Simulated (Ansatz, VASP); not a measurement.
**VICl3 in VASP and in Ansatz**

```xyz
10
Lattice="7.0785 0.0000 0.0000 -3.5393 6.1302 0.0000 0.0000 0.0000 6.0007" Properties=species:S:1:pos:R:3 pbc="T T T"
V     0.0000    0.0000    0.0000
V     0.0000    0.0000    3.0003
I    -0.0004    4.0870    4.5005
I     3.5389    2.0432    1.5002
Cl    0.0000    2.0426    1.5002
Cl    5.3096    1.0213    4.5005
Cl    1.7703    5.1089    1.5002
Cl    3.5393    4.0876    4.5005
Cl   -1.7703    5.1089    1.5002
Cl    1.7689    1.0213    4.5005
```

Alike in both runs: task single point; functional PBE; k mesh 6 × 6 × 6; occupations gaussian, width 0.0217 eV; no spin polarisation.

|  | VASP | Ansatz |
| --- | --- | --- |
| version | VASP 6.6.1 | Ansatz 0.2.0 |
| potentials or method | VASP PAW PBE potentials, release 64 (V_sv, I, Cl), cutoff 500 eV | PAW plane waves |
| valence electrons in the cell | 82 | 102 |

VASP gave:

```
pressure (GPa)                                                : -5.8
traceless stress, the component that is largest in VASP (GPa) : -1.76
rms of the force components (eV/Å)                            : 0.952
```

Q: Which values does Ansatz return?

A: Pressure (GPa): -5.8; traceless stress, the component that is largest in VASP (GPa): -1.77; rms of the force components (eV/Å): 0.953.

Atom by atom the forces differ by 0.001 eV/Å (rms over components). With one functional, cell and mesh, what is left measures potentials, basis and numerics. VASP's potentials hold 82 valence electrons a cell and Ansatz's 102, so a difference there can come from the potentials and not from the codes. Ansatz's warnings: structure snapped to symmetry.

Spin-orbit coupling is off throughout.
